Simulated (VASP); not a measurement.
ScGa3: electric field gradients with LDA

The system is ScGa3.

```
CELL_PARAMETERS angstrom
4.09500 0.00000 0.00000
0.00000 4.09500 0.00000
0.00000 0.00000 4.01310
ATOMIC_POSITIONS crystal
Sc 0.00000 0.00000 0.00000
Ga 0.00000 0.50000 0.50000
Ga 0.50000 0.00000 0.50000
Ga 0.50000 0.50000 0.00000
```

This cell differs from its parent crystal: zz strain of -2 %.

```json
{"Program": "VASP 6.6.1", "Task": "electric field gradients", "Functional": "LDA", "Potentials or basis": "VASP PAW LDA potentials, release 64 (Sc_sv, Ga_d)", "Cutoff": "520 eV", "k mesh": "9 × 9 × 9", "Occupations": "fermi-dirac, width 0.05 eV", "Spin": "no spin polarisation", "Dipole correction": "no", "Further INCAR settings": "ALGO = Normal; EDIFF = 1e-08; NBANDS = 33"}
```

The pressure is -3.8 GPa and the band gap on the k mesh is zero (bands 25 and 26 overlap by 3.20 eV). The largest electric field gradient by atom is Sc -4.1; Ga +65.5, +59.5 (each value once) V/Å².

Stress tensor (GPa, compression positive):
```
-4.59  0.00  0.00
 0.00 -4.59  0.00
 0.00  0.00 -2.27
```

Levels at points of the mesh, in eV from the Fermi level:
| k point | band 21 | band 22 | band 23 | band 24 | band 25 | band 26 | band 27 | band 28 | band 29 | band 30 |
| --- | --- | --- | --- | --- | --- | --- | --- | --- | --- | --- |
| (0.00, 0.00, 0.00) | -3.36 | -3.09 | -2.06 | -2.06 | -1.78 | 1.68 | 1.74 | 1.74 | 3.11 | 3.50 |

Electric field gradients, principal values (V/Å²):
```csv
atom,least,middle,greatest (by size)
1 Sc,2.027,2.027,-4.054
2 Ga,-30.630,-34.885,65.515
3 Ga,-30.630,-34.885,65.515
4 Ga,-29.730,-29.730,59.460
```

Run time: 89 s on 1 thread of Intel(R) Xeon(R) 6975P-C (Granite Rapids), with other jobs on the host, peak memory 0.25 GiB.

Caveat: the cell differs from its parent crystal (zz strain of -2 %); the cell stands under tension; without QUAD_EFG the Cq values of the log hold for a quadrupole moment of 1 mb, not for the nuclei.
